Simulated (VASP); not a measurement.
# ZnCd2Se3 (P-4m2) in VASP: further runs

Runs on ZnCd2Se3. Level: PBE. Tasks: single point.

All numbers are computed with VASP 6.6.1; they aren't measurements. Logs are shortened: lines on timing, memory, paths and dates and some standing lists are left out, and cuts for length are marked.

## (1) The cell of the first run

The structure is tetragonal, space group P-4m2 (No. 115). The conventional cell has a = 4.075 Å, b = 4.075 Å, c = 8.978 Å, α = 90.00°, β = 90.00°, γ = 90.00°. Within 3.8 Å of Zn (site symmetry -4m2) lie 4 Se at 2.88 Å and 4 Cd at 3.16 Å. Cd (site symmetry 2mm) has 7 Se at 3.06 to 3.16 Å and 2 Zn at 3.16 Å within 4.0 Å. Within 4.0 Å of Se (site symmetry 2mm) lie 5 Cd at 3.06 to 3.12 Å and 4 Se at 3.56 Å. Se (site symmetry -4m2) has 4 Zn at 2.88 Å and 4 Cd at 3.16 Å within 3.8 Å.

## (2) Single point, PBE

File INCAR:

```
SYSTEM = ZnCd2Se3
  PREC = Accurate
  ENCUT = 520
  EDIFF = 1E-7
  ISMEAR = 0
  SIGMA = 0.1
  LREAL = .FALSE.
  LASPH = .TRUE.
  NELM = 60
  ALGO = Normal
  ISIF = 2
  LWAVE = .FALSE.
  LCHARG = .TRUE.
  GGA = PE
  LELF = .TRUE.
  LVHAR = .TRUE.
  NBANDS = 36
```

File KPOINTS:

```
Automatic mesh
0
G
  4 4 2
  0 0 0
```

File POSCAR:

```
ZnCd2Se3
1.0
    4.0752600000      0.0000000000      0.0000000000
    0.0000000000      4.0752600000      0.0000000000
    0.0000000000      0.0000000000      8.9781803900
Zn Cd Se
1 2 3
Direct
    0.0000000000      0.0000000000      0.0000000000
    0.0000000000      0.5000000000      0.7315000300
    0.5000000000      0.0000000000      0.2684999700
    0.0000000000      0.5000000000      0.3835000100
    0.5000000000      0.0000000000      0.6164999900
    0.5000000000      0.5000000000      0.0000000000
```

Potentials or basis: VASP PAW PBE potentials, release 64 (Zn, Cd, Se).

Run with:

```console
$ cat potpaw_PBE.64/Zn/POTCAR potpaw_PBE.64/Cd/POTCAR potpaw_PBE.64/Se/POTCAR > POTCAR
$ mpirun -np 1 vasp_std > vasp.out
```

OUTCAR:

```text
SYSTEM = ZnCd2Se3
   PREC = Accurate
   ENCUT = 520
   EDIFF = 1E-7
   ISMEAR = 0
   LREAL = .FALSE.
   LASPH = .TRUE.
   NELM = 60
   ISIF = 2
   GGA = PE

 ion  position               nearest neighbor table
   1  0.000  0.000  0.000-   6 2.88   6 2.88   6 2.88   6 2.88   3 3.16   3 3.16   2 3.16   2 3.16

   2  0.000  0.500  0.732-   5 3.06   5 3.06   5 3.06   5 3.06   4 3.12   1 3.16   6 3.16   6 3.16
                             1 3.16
   3  0.500  0.000  0.268-   4 3.06   4 3.06   4 3.06   4 3.06   5 3.12   6 3.16   1 3.16   6 3.16
                             1 3.16
   4  0.000  0.500  0.384-   3 3.06   3 3.06   3 3.06   3 3.06   2 3.12
   5  0.500  0.000  0.616-   2 3.06   2 3.06   2 3.06   2 3.06   3 3.12
   6  0.500  0.500  0.000-   1 2.88   1 2.88   1 2.88   1 2.88   3 3.16   3 3.16   2 3.16   2 3.16

  LATTYP: Found a simple tetragonal cell.
 ALAT       =     4.0752600000
 C/A-ratio  =     2.2030938860

  Lattice vectors:

 A1 = (   4.0752600000,   0.0000000000,   0.0000000000)
 A2 = (   0.0000000000,   4.0752600000,   0.0000000000)
 A3 = (   0.0000000000,   0.0000000000,   8.9781803900)

Analysis of symmetry for initial positions (statically):
=====================================================================
 Subroutine PRICEL returns:
 Original cell was already a primitive cell.

 Routine SETGRP: Setting up the symmetry group for a
 simple tetragonal supercell.

 Subroutine GETGRP returns: Found  8 space group operations
 (whereof  8 operations were pure point group operations)
 out of a pool of 16 trial point group operations.

The static configuration has the point symmetry D_2d.

Analysis of symmetry for dynamics (positions and initial velocities):
=====================================================================
 Subroutine PRICEL returns:
 Original cell was already a primitive cell.

 Routine SETGRP: Setting up the symmetry group for a
 simple tetragonal supercell.

 Subroutine GETGRP returns: Found  8 space group operations
 (whereof  8 operations were pure point group operations)
 out of a pool of 16 trial point group operations.

The dynamic configuration has the point symmetry D_2d.

 Subroutine INISYM returns: Found  8 space group operations
 (whereof  8 operations are pure point group operations),
 and found     1 'primitive' translations

----------------------------------------------------------------------------------------

                                     Primitive cell

  volume of cell :     149.1073

  direct lattice vectors                    reciprocal lattice vectors
     4.075260000  0.000000000  0.000000000     0.245383117  0.000000000  0.000000000
     0.000000000  4.075260000  0.000000000     0.000000000  0.245383117  0.000000000
     0.000000000  0.000000000  8.978180390     0.000000000  0.000000000  0.111381144

  length of vectors
     4.075260000  4.075260000  8.978180390     0.245383117  0.245383117  0.111381144

  position of ions in fractional coordinates (direct lattice)
     0.000000000  0.000000000  0.000000000
     0.000000000  0.500000000  0.731500030
     0.500000000  0.000000000  0.268499970
     0.000000000  0.500000000  0.383500010
     0.500000000  0.000000000  0.616499990
     0.500000000  0.500000000  0.000000000

  ion indices of the primitive-cell ions
   primitive index   ion index
                 1           1
                 2           2
                 3           3
                 4           4
                 5           5
                 6           6

----------------------------------------------------------------------------------------

 KPOINTS: Automatic mesh

Automatic generation of k-mesh.
 Grid dimensions read from file:
 generate k-points for:    4    4    2

 Generating k-lattice:

  Cartesian coordinates                     Fractional coordinates (reciprocal lattice)
     0.061345779  0.000000000  0.000000000     0.250000000  0.000000000  0.000000000
     0.000000000  0.061345779  0.000000000     0.000000000  0.250000000  0.000000000
     0.000000000  0.000000000  0.055690572     0.000000000  0.000000000  0.500000000

  Length of vectors
     0.061345779  0.061345779  0.055690572

  Shift w.r.t. Gamma in fractional coordinates (k-lattice)
     0.000000000  0.000000000  0.000000000

 Subroutine IBZKPT returns following result:
 ===========================================

 Found     12 irreducible k-points:

 Following reciprocal coordinates:
            Coordinates               Weight
  0.000000  0.000000  0.000000      1.000000
  0.250000  0.000000  0.000000      4.000000
  0.500000  0.000000  0.000000      2.000000
  0.250000  0.250000  0.000000      4.000000
  0.500000  0.250000  0.000000      4.000000
  0.500000  0.500000  0.000000      1.000000
  0.000000  0.000000  0.500000      1.000000
  0.250000  0.000000  0.500000      4.000000
  0.500000  0.000000  0.500000      2.000000
  0.250000  0.250000  0.500000      4.000000
  0.500000  0.250000  0.500000      4.000000
  0.500000  0.500000  0.500000      1.000000
   k-points           NKPTS =     12   k-points in BZ     NKDIM =     12   number of bands    NBANDS=     36
   number of dos      NEDOS =    301   number of ions     NIONS =      6
   total plane-waves  NPLWV =  63000
   dimension x,y,z NGX =    30 NGY =   30 NGZ =   70
   dimension x,y,z NGXF=    60 NGYF=   60 NGZF=  140
   ions per type =               1   2   3
   NGX,Y,Z   is equivalent  to a cutoff of  12.24, 12.24, 12.96 a.u.
   NGXF,Y,Z  is equivalent  to a cutoff of  24.48, 24.48, 25.92 a.u.
 SYSTEM =  ZnCd2Se3
   PREC   = accura    normal or accurate (medium, high low for compatibility)
   ISTART =      0    job   : 0-new  1-cont  2-samecut
   ICHARG =      2    charge: 1-file 2-atom 10-const
   ISPIN  =      1    spin polarized calculation?
   LNONCOLLINEAR =      F non collinear calculations
   LSORBIT =      F    spin-orbit coupling
   LASPH  =      T    aspherical Exc in radial PAW
   ENCUT  =  520.0 eV  38.22 Ry    6.18 a.u.   7.58  7.58 16.69*2*pi/ulx,y,z
   NELM   =     60;   NELMIN=  2; NELMDL= -5     # of ELM steps
   EDIFF  = 0.1E-06   stopping-criterion for ELM
   LREAL  =      F    real-space projection
   EDIFFG = 0.1E-05   stopping-criterion for IOM
   NSW    =      0    number of steps for IOM
   IBRION =     -1    ionic relax: 0-MD 1-quasi-New 2-CG
   NFREE  =      0    steps in history (QN), initial steepest desc. (CG)
   ISIF   =      2    stress and relaxation
   ISYM   =      2    0-nonsym 1-usesym 2-fastsym
   POTIM  = 0.5000    time-step for ionic-motion
   TEBEG  =    0.0;   TEEND  =   0.0 temperature during run
   PSTRESS=    0.0 pullay stress
   NELECT =      54.0000    total number of electrons
   NUPDOWN=      -1.0000    fix difference up-down
   EMIN   =  10.00;   EMAX   =-10.00  energy-range for DOS
   EFERMI =   0.00;   METHOD = LEGACY
   ISMEAR =     0;   SIGMA  =   0.10  broadening in eV -4-tet -1-fermi 0-gaus
   EFERMI_NEDOS =   21; number of points for ismear=-14 and -15
   IALGO  =     38    algorithm
   IMIX   =      4    mixing-type and parameters
     AMIX     =   0.40;   BMIX     =  1.00
     AMIX_MAG =   1.60;   BMIX_MAG =  1.00
  volume/ion in A,a.u.               =      24.85       167.70
  Fermi-wavevector in a.u.,A,eV,Ry     =   1.166916  2.205152 18.526972  1.361694
  Thomas-Fermi vector in A             =   2.303423
   LORBIT       =      0    0 simple, 1 ext, 2 COOP (PROOUT), +10 PAW based schemes
   GGA     = PE    functional components
   LHFCALC =     F    Hartree Fock is set to
   AEXX    =    0.0000 exact exchange contribution
   IVDW    =     0    specifies the selected vdW correction
   LEPSILON=     F    determine dielectric tensor
   LRPA    =     F    only Hartree local field effects (RPA)
 non-spin polarized calculation
 Gauss-broadening in eV      SIGMA  =   0.10
  energy-cutoff  :      520.00
  volume of cell :      149.11
 maximum number of plane-waves:      4043
   NGX = 15   NGY = 15   NGZ = 33

 number of electron      53.9999988 magnetization

 Free energy of the ion-electron system (eV)
  ---------------------------------------------------
  ext. energy  EPLUGINS =         0.00000000
  ---------------------------------------------------
  free energy    TOTEN  =       -13.07895989 eV

  energy without entropy =      -13.05166679  energy(sigma->0) =      -13.06531334

 E-fermi :   1.9376     XC(G=0):  -9.6969

 val. band max:        1.9318193224   @ k =   0.5000   0.0000   0.5000
 cond. band min:       1.9466141654   @ k =   0.2500   0.2500   0.5000
 fundamental gap:      0.0147948430
 Fermi energy:         1.9376366199

 k-point     1 :       0.0000    0.0000    0.0000
  band No.  band energies     occupation
      1     -11.1065      2.00000
      2     -10.4979      2.00000
      3      -9.6352      2.00000
      4      -6.2908      2.00000
      5      -6.2717      2.00000
      6      -6.2705      2.00000
[... 28 lines left out ...]
     35       8.4090      0.00000
     36       9.1162      0.00000

 k-point     2 :       0.2500    0.0000    0.0000
  band No.  band energies     occupation
      1     -10.9040      2.00000
      2     -10.2882      2.00000
      3      -9.6240      2.00000
      4      -6.2990      2.00000
      5      -6.2745      2.00000
      6      -6.2392      2.00000
[... 28 lines left out ...]
     35       8.1904      0.00000
     36       8.3746      0.00000

 k-point     3 :       0.5000    0.0000    0.0000
  band No.  band energies     occupation
      1     -10.6739      2.00000
      2      -9.8567      2.00000
      3      -9.8329      2.00000
      4      -6.3172      2.00000
      5      -6.2597      2.00000
      6      -6.2473      2.00000
[... 28 lines left out ...]
     35       7.2850      0.00000
     36       7.8670      0.00000

 k-point     4 :       0.2500    0.2500    0.0000
  band No.  band energies     occupation
      1     -10.7463      2.00000
      2     -10.1178      2.00000
      3      -9.6215      2.00000
      4      -6.2938      2.00000
      5      -6.2641      2.00000
      6      -6.2404      2.00000
[... 28 lines left out ...]
     35       8.1213      0.00000
     36       8.5264      0.00000

 k-point     5 :       0.5000    0.2500    0.0000
  band No.  band energies     occupation
      1     -10.5737      2.00000
      2      -9.7876      2.00000
      3      -9.7747      2.00000
      4      -6.3299      2.00000
      5      -6.2672      2.00000
      6      -6.2517      2.00000
[... 28 lines left out ...]
     35       8.0586      0.00000
     36       8.5696      0.00000

 k-point     6 :       0.5000    0.5000    0.0000
  band No.  band energies     occupation
      1     -10.4671      2.00000
      2      -9.7172      2.00000
      3      -9.7172      2.00000
      4      -6.3420      2.00000
      5      -6.2563      2.00000
      6      -6.2536      2.00000
[... 28 lines left out ...]
     35       7.7512      0.00000
     36       9.7462      0.00000

 k-point     7 :       0.0000    0.0000    0.5000
  band No.  band energies     occupation
      1     -11.0539      2.00000
      2     -10.5969      2.00000
      3      -9.5891      2.00000
      4      -6.3193      2.00000
      5      -6.2702      2.00000
      6      -6.2683      2.00000
[... 28 lines left out ...]
     35       8.4960      0.00000
     36       8.4960      0.00000

 k-point     8 :       0.2500    0.0000    0.5000
  band No.  band energies     occupation
      1     -10.8729      2.00000
      2     -10.3501      2.00000
      3      -9.5968      2.00000
      4      -6.3083      2.00000
      5      -6.2713      2.00000
      6      -6.2307      2.00000
[... 28 lines left out ...]
     35       8.0060      0.00000
     36       8.5909      0.00000

 k-point     9 :       0.5000    0.0000    0.5000
  band No.  band energies     occupation
      1     -10.6679      2.00000
      2      -9.8554      2.00000
      3      -9.8435      2.00000
      4      -6.3020      2.00000
      5      -6.2621      2.00000
      6      -6.2564      2.00000
[... 28 lines left out ...]
     35       8.0347      0.00000
     36       8.4202      0.00000

 k-point    10 :       0.2500    0.2500    0.5000
  band No.  band energies     occupation
      1     -10.7286      2.00000
      2     -10.1551      2.00000
      3      -9.6049      2.00000
      4      -6.2781      2.00000
      5      -6.2672      2.00000
      6      -6.2633      2.00000
[... 28 lines left out ...]
     35       8.4755      0.00000
     36       8.4857      0.00000

 k-point    11 :       0.5000    0.2500    0.5000
  band No.  band energies     occupation
      1     -10.5705      2.00000
      2      -9.7866      2.00000
      3      -9.7798      2.00000
      4      -6.3230      2.00000
      5      -6.2852      2.00000
      6      -6.2613      2.00000
[... 28 lines left out ...]
     35       8.6424      0.00000
     36       8.7010      0.00000

 k-point    12 :       0.5000    0.5000    0.5000
  band No.  band energies     occupation
      1     -10.4671      2.00000
      2      -9.7164      2.00000
      3      -9.7164      2.00000
      4      -6.3064      2.00000
      5      -6.3013      2.00000
      6      -6.2950      2.00000
[... 28 lines left out ...]
     35       8.5734      0.00000
     36       8.9080      0.00000

------------------------ aborting loop because EDIFF is reached ----------------------------------------

  FORCE on cell =-STRESS in cart. coord.  units (eV):
  Direction    XX          YY          ZZ          XY          YZ          ZX
  --------------------------------------------------------------------------------------
  -------------------------------------------------------------------------------------
  Total       -6.0564197     -6.0564197     -2.6635780      0.0000000      0.0000000      0.0000000
  in kB      -65.0770079    -65.0770079    -28.6204874      0.0000000      0.0000000      0.0000000
  external PRESSURE =     -52.9248344 kB  Pullay stress =       0.0000000 kB

 VOLUME and BASIS-vectors are now :
 -----------------------------------------------------------------------------
  energy-cutoff  :      520.00
  volume of cell :      149.11
      direct lattice vectors                 reciprocal lattice vectors
     4.075260000  0.000000000  0.000000000     0.245383117  0.000000000  0.000000000
     0.000000000  4.075260000  0.000000000     0.000000000  0.245383117  0.000000000
     0.000000000  0.000000000  8.978180390     0.000000000  0.000000000  0.111381144

 POSITION                                       TOTAL-FORCE (eV/Angst)
 -----------------------------------------------------------------------------------
      0.00000      0.00000      0.00000         0.000000      0.000000      0.000000
      0.00000      2.03763      6.56754         0.000000      0.000000     -0.813904
      2.03763      0.00000      2.41064         0.000000      0.000000      0.813904
      0.00000      2.03763      3.44313         0.000000     -0.000000     -0.571800
      2.03763      0.00000      5.53505         0.000000      0.000000      0.571800
      2.03763      2.03763      0.00000         0.000000     -0.000000      0.000000
 -----------------------------------------------------------------------------------
    total drift:                                0.000000      0.000000     -0.000000

  FREE ENERGIE OF THE ION-ELECTRON SYSTEM (eV)
  ---------------------------------------------------
  free  energy   TOTEN  =       -13.0789598865 eV

  energy  without entropy=      -13.0516667942  energy(sigma->0) =      -13.06531334
```

It took 71 s on 1 thread of Intel Xeon Platinum 8375C at 2.90GHz (Ice Lake), shared host; peak memory 0.26 GiB.

What came out:

```yaml
Free_energy: -13.0790 eV
Pressure: -5.3 GPa
Largest_force: 0.814 eV/Å
Band_gap_on_the_k_mesh: zero (band 27 reaches 2.14 eV, above the bottom of band 28 at 1.08 eV)
```

Forces in eV/Å, atoms in the order of the input:
```
Zn   0.000  0.000  0.000
Cd   0.000  0.000 -0.814
Cd   0.000  0.000  0.814
Se   0.000  0.000 -0.572
Se   0.000  0.000  0.572
Se   0.000  0.000  0.000
```

Stress tensor (GPa, compression positive):
```
-6.51  0.00  0.00
 0.00 -6.51  0.00
 0.00  0.00 -2.86
```

Levels at points of the mesh, in eV from the Fermi level:
```csv
k point,band 25,band 26,band 27,band 28,band 29,band 30
"(0.00, 0.00, 0.00)",-1.23,-1.09,-0.20,-0.20,0.54,2.25
"(0.50, 0.00, 0.00)",-0.65,-0.26,-0.17,0.58,1.91,2.38
"(0.50, 0.50, 0.00)",-1.86,-1.86,-1.78,-0.40,1.03,1.03
"(0.00, 0.00, 0.50)",-1.30,-1.24,-0.06,-0.06,0.97,2.54
"(0.50, 0.00, 0.50)",-0.25,-0.20,-0.01,1.47,1.55,2.19
"(0.50, 0.50, 0.50)",-1.54,-1.54,-1.31,-0.85,0.35,0.35
```

Caveat: the k points lie up to 0.39 Å⁻¹ apart.

## (3) Single point, PBE

This run uses another cell than the first one, of 28.06 Å³/atom, 1.129 times its volume.

File INCAR:

```
SYSTEM = ZnCd2Se3
  PREC = Accurate
  ENCUT = 520
  EDIFF = 1E-6
  ISMEAR = 0
  SIGMA = 0.1
  LREAL = .False.
  LASPH = .True.
  NELM = 60
  ALGO = Normal
  ISIF = 2
  LWAVE = .False.
  LCHARG = .True.
  GGA = PE
  LELF = .True.
  LVHAR = .True.
  NBANDS = 36
```

File KPOINTS:

```
Automatic mesh
0
Gamma
  4 4 2
  0 0 0
```

File POSCAR:

```
ZnCd2Se3
1.0
    3.8263144492      0.0000000000      0.0000000000
    0.0000000000      3.8263144492      0.0000000000
    0.0000000000      0.0000000000     11.4998769595
Zn Cd Se
1 2 3
Direct
    0.0000000000      0.0000000000      0.0000000000
    0.0000000000      0.5000000000      0.5965769570
    0.5000000000      0.0000000000      0.4034230430
    0.0000000000      0.5000000000      0.3528792985
    0.5000000000      0.0000000000      0.6471207015
    0.5000000000      0.5000000000      0.0000000000
```

Potentials or basis: VASP PAW PBE potentials, release 64 (Zn, Cd, Se).

Run with:

```console
$ cat potpaw_PBE.64/Zn/POTCAR potpaw_PBE.64/Cd/POTCAR potpaw_PBE.64/Se/POTCAR > POTCAR
$ mpirun -np 1 vasp_std > vasp.out
```

It took 86 s on 1 thread of Intel Xeon Platinum 8375C at 2.90GHz (Ice Lake), shared host; peak memory 0.29 GiB.

Results (log left out):

```
Free energy            : -14.6608 eV
Pressure               : 0.3 GPa
Largest force          : 0.046 eV/Å
Band gap on the k mesh : zero (band 27 reaches 1.26 eV, above the bottom of band 28 at 0.68 eV)
```

Forces on the atoms (eV/Å):
```
Zn   0.000  0.000  0.000
Cd   0.000  0.000  0.017
Cd   0.000  0.000 -0.017
Se   0.000  0.000 -0.046
Se   0.000  0.000  0.046
Se   0.000  0.000  0.000
```

Levels at points of the mesh, in eV from the Fermi level:
| k point | band 24 | band 25 | band 26 | band 27 | band 28 | band 29 | band 30 | band 31 |
| --- | --- | --- | --- | --- | --- | --- | --- | --- |
| (0.00, 0.00, 0.00) | -1.23 | -1.13 | -1.13 | -0.89 | -0.52 | 0.42 | 0.69 | 5.02 |
| (0.50, 0.00, 0.00) | -0.85 | -0.10 | -0.09 | 0.07 | 2.33 | 3.25 | 3.93 | 4.23 |
| (0.50, 0.50, 0.00) | -3.15 | -2.37 | -2.37 | -1.37 | -0.44 | 0.24 | 0.24 | 4.65 |
| (0.00, 0.00, 0.50) | -1.26 | -1.26 | -1.11 | -1.11 | -0.33 | 0.42 | 0.79 | 5.12 |
| (0.50, 0.00, 0.50) | -0.71 | -0.10 | -0.09 | 0.07 | 2.99 | 3.01 | 3.07 | 4.29 |
| (0.50, 0.50, 0.50) | -3.14 | -2.36 | -2.36 | -1.36 | -0.45 | 0.22 | 0.22 | 4.18 |

Caveat: the k points lie up to 0.41 Å⁻¹ apart.
